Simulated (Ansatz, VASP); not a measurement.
**AlN: VASP beside Ansatz**

File INCAR:

```
SYSTEM = AlN
PREC = Accurate ; ENCUT = 520
EDIFF = 1E-6 ; ISMEAR = 0
SIGMA = 0.05 ; LREAL = .False.
LASPH = .True. ; NELM = 80
ALGO = Normal ; ISIF = 2
LWAVE = .False. ; LCHARG = .False.
GGA = CA ; NBANDS = 16
```

KPOINTS

```
regular mesh
0
Gamma
  9 9 6
  0 0 0
```

Contents of POSCAR:

```
AlN
1.0
    3.1659609617      0.0000000000      0.0000000000
   -1.5829804808      2.7418026202      0.0000000000
    0.0000000000      0.0000000000      5.0673630437
Al N
2 2
Direct
    0.3172581426      0.6345162853      0.0015212672
    0.6827418574      0.3654837147      0.5015212672
    0.3476777443      0.6953554887      0.3834787328
    0.6523222557      0.3046445113      0.8834787328
```

Input for Ansatz:

```yaml
crystal:
  lattice:
    - [3.1659609617, 0.0, 0.0]
    - [-1.5829804808, 2.7418026202, 0.0]
    - [0.0, 0.0, 5.0673630437]
  atoms:
    - { symbol: Al, position: [0.3172581426, 0.6345162853, 0.0015212672] }
    - { symbol: Al, position: [0.6827418574, 0.3654837147, 0.5015212672] }
    - { symbol: "N", position: [0.3476777443, 0.6953554887, 0.3834787328] }
    - { symbol: "N", position: [0.6523222557, 0.3046445113, 0.8834787328] }
basis:
  ecutwfc: 520.0
kpoints:
  mp_grid: { grid: [9, 9, 6] }
hamiltonian:
  xc: lda
scf:
  occupations: { method: gaussian, width: 0.05 }
output:
  forces: true
  stress: true
  eigenvalues: true
```

Change from the starting cell: mode 5 frozen in at -0.086 Å, equal normal strain along x, y and z +0.0250.

Alike in both runs: task single point; functional LDA; k mesh 9 × 9 × 6; occupations gaussian, width 0.05 eV; no spin polarisation.

|  | VASP | Ansatz |
| --- | --- | --- |
| version | VASP 6.6.1 | Ansatz 0.2.0 |
| potentials or method | VASP PAW LDA potentials, release 64 (Al, N), cutoff 520 eV | scalar-relativistic, plane waves, PAW |
| valence electrons in the cell | 16 | 16 |

```tsv
	VASP	Ansatz	Ansatz less VASP
gap on the k mesh at the Fermi level (eV)	3.69	3.69	-0.003
least direct gap on the mesh (eV)	3.69	3.69	-0.003
pressure (GPa)	-13.3	-13.7	-0.39
traceless stress, the component that is largest in VASP (GPa)	0.87	0.90	+0.025
rms of the force components (eV/Å)	0.218	0.218	+0.0002
```

LDA's correlation is that of Perdew and Zunger in VASP and of Perdew and Wang (1992) in Ansatz. Atom by atom the forces differ by 0.002 eV/Å (rms over components).
